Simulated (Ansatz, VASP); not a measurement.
# Ge in VASP and in Ansatz

Contents of INCAR:

```
PREC = Accurate
ENCUT = 520
EDIFF = 1E-7
ISMEAR = 0
SIGMA = 0.2
LREAL = False
LASPH = True
NELM = 80
ALGO = Normal
ISIF = 2
LWAVE = False
LCHARG = False
GGA = PE
NBANDS = 21
```

KPOINTS

```
Automatic mesh
0
Gamma
  10 10 10
```

Contents of POSCAR:

```
Ge
1.0
    0.0000000000      2.8859759802      2.8859759802
    2.8859759802      0.0000000000      2.8859759802
    2.8859759802      2.8859759802      0.0000000000
Ge
2
Direct
    0.5000000000      0.5000000000      0.5000000000
    0.7500000000      0.7500000000      0.7500000000
```

Input for Ansatz:

```yaml
crystal:
  lattice:
    - [0.0, 2.8859759802, 2.8859759802]
    - [2.8859759802, 0.0, 2.8859759802]
    - [2.8859759802, 2.8859759802, 0.0]
  atoms:
    - { symbol: Ge, position: [0.5, 0.5, 0.5] }
    - { symbol: Ge, position: [0.75, 0.75, 0.75] }
hamiltonian:
  xc: pbe
  pseudopotentials:
    kind: paw
    azcp:
      Ge: "pseudopotentials/Ge.paw.azcp"
basis:
  ecutwfc: 420
  fft_grid_basis: typed
kpoints:
  mp_grid: { grid: [10, 10, 10], shift: [0, 0, 0] }
magnetization:
  spin_polarized: false
scf:
  occupations: { method: gaussian, width: 0.2 }
  lower_state_search: "off"
output:
  stress: true
  write_density: true
  write_potential: true
  elf: true
  volumetric_format: npy
```

Alike in both runs: task single point; functional PBE; k mesh 10 × 10 × 10; occupations gaussian, width 0.2 eV; no spin polarisation.

```csv
,VASP,Ansatz
version,VASP 6.6.1,Ansatz 0.2.0
potentials or method,"VASP PAW PBE potentials, release 64 (Ge_d), cutoff 520 eV","plane waves (420 eV) with PAW, scalar-relativistic"
valence electrons in the cell,28,28
```

|  | VASP | Ansatz | Ansatz less VASP |
| --- | --- | --- | --- |
| pressure (GPa) | -0.4 | -0.3 | +0.11 |

The functional is the same, so the differences come from potentials, cutoffs and numerics.
